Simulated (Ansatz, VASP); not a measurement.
**Two plane-wave programs on BAs**

File INCAR:

```
SYSTEM = BAs
PREC = Accurate
ENCUT = 500
EDIFF = 1E-6
ISMEAR = -1
SIGMA = 0.2
LREAL = .False.
LASPH = .True.
NELM = 120
ALGO = Normal
ISIF = 2
LWAVE = .False.
LCHARG = .False.
NBANDS = 11
GGA_COMPAT = .False.
```

The input KPOINTS:

```
Automatic mesh
0
Gamma
  10 10 10
  0 0 0
```

POSCAR

```
BAs
1.0
    0.0000000000      2.3885000000      2.3885000000
    2.4123850000      0.0000000000      2.3885000000
    2.4123850000      2.3885000000      0.0000000000
B As
1 1
Direct
    0.0000000000      0.0000000000      0.0000000000
    0.7500000000      0.7500000000      0.7500000000
```

Input for Ansatz:

```yaml
crystal:
  lattice:
    - [0.0, 2.3885, 2.3885]
    - [2.412385, 0.0, 2.3885]
    - [2.412385, 2.3885, 0.0]
  atoms:
    - { symbol: B, position: [0.0, 0.0, 0.0] }
    - { symbol: As, position: [0.75, 0.75, 0.75] }
basis:
  ecutwfc: 420
kpoints:
  mp_grid: { grid: [10, 10, 10] }
hamiltonian:
  xc: lda
scf:
  occupations: { method: fermi_dirac, width: 0.2 }
output:
  forces: true
  stress: true
  eigenvalues: true
```

Change from the starting cell: strain +0.0100 x Voigt [1, 0, 0, 0, 0, 0], atoms carried along.

Alike in both runs: task single point; functional LDA; k mesh 10 × 10 × 10; occupations fermi-dirac, width 0.2 eV; no spin polarisation.

|  | VASP | Ansatz |
| --- | --- | --- |
| version | VASP 6.6.1 | Ansatz 0.2.0 |
| potentials or method | VASP PAW LDA potentials, release 64 (B, As), cutoff 500 eV | scalar-relativistic, plane waves, PAW |
| valence electrons in the cell | 8 | 18 |

Ansatz gave:

```
gap on the k mesh at the Fermi level (eV)                     : 1.06
least direct gap on the mesh (eV)                             : 3.19
pressure (GPa)                                                : -5.2
traceless stress, the component that is largest in VASP (GPa) : -1.37
```

Problem. Estimate VASP's values.

Solution. gap on the k mesh at the Fermi level (eV): 1.06; least direct gap on the mesh (eV): 3.18; pressure (GPa): -4.4; traceless stress, the component that is largest in VASP (GPa): -1.36.

LDA's correlation is that of Perdew and Zunger in VASP and of Perdew and Wang (1992) in Ansatz. VASP's potentials hold 8 valence electrons a cell and Ansatz's 18, so a difference there can come from the potentials and not from the codes.
